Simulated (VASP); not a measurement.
GaReSi:

```
Ga Si Re
1.0
     3.21031    0.00000    0.00000
     0.00000    3.21031    0.00000
     0.00000    0.00000    8.11543
Ga Si Re
2 2 2
Cartesian
  1.6052 0.0000 7.4147
  0.0000 1.6052 0.7007
  0.0000 1.6052 3.3722
  1.6052 0.0000 4.7433
  0.0000 1.6052 5.9143
  1.6052 0.0000 2.2011
```

- Program: VASP 6.6.1
- Task: relaxation of cell and atoms
- Functional: LDA
- Potentials or basis: VASP PAW LDA potentials, release 64 (Ga_d, Si, Re_sv_GW)
- Cutoff: 500 eV
- k mesh: 12 × 12 × 6
- Occupations: gaussian, width 0.01 eV
- Spin: no spin polarisation

At the start: pressure -10.4 GPa; volume 13.94 Å³/atom.

Q: Where does the relaxation end?

A: Over 13 steps the energy falls by 23.1 meV/atom and the volume is 13.26 Å³/atom (-4.9 %); space group P4/nmm (No. 129, to 0.1 Å) before and after.

The path:
```csv
step,energy change (eV),largest force (eV/Å),pressure (GPa),volume (Å³)
1,0.0000,0.1496,-10.40,83.64
2,0.3622,1.0657,25.66,73.15
3,-0.1318,0.3194,-0.39,79.87
4,-0.1319,0.3291,-0.06,79.77
5,-0.1369,0.0739,0.04,79.58
6,-0.1369,0.0757,0.04,79.60
7,-0.1383,0.0558,-0.01,79.59
8,-0.1385,0.0389,-0.05,79.59
9,-0.1386,0.0439,-0.04,79.59
10,-0.1388,0.0051,0.10,79.55
11,-0.1388,0.0035,0.08,79.55
12,-0.1388,0.0059,-0.15,79.62
13,-0.1388,0.0018,0.00,79.57
```

Final structure:
```cif
data_structure
_symmetry_space_group_name_H-M 'P 1'
_symmetry_Int_Tables_number 1
_cell_length_a 3.1604
_cell_length_b 3.1604
_cell_length_c 7.9666
_cell_angle_alpha 90.000
_cell_angle_beta 90.000
_cell_angle_gamma 90.000
_cell_volume 79.57
loop_
_atom_site_label
_atom_site_type_symbol
_atom_site_fract_x
_atom_site_fract_y
_atom_site_fract_z
_atom_site_occupancy
Ga1 Ga 0.50000 0.00000 0.91518 1
Ga2 Ga 0.00000 0.50000 0.08482 1
Si1 Si 0.00000 0.50000 0.41476 1
Si2 Si 0.50000 0.00000 0.58524 1
Re1 Re 0.00000 0.50000 0.73099 1
Re2 Re 0.50000 0.00000 0.26901 1
```
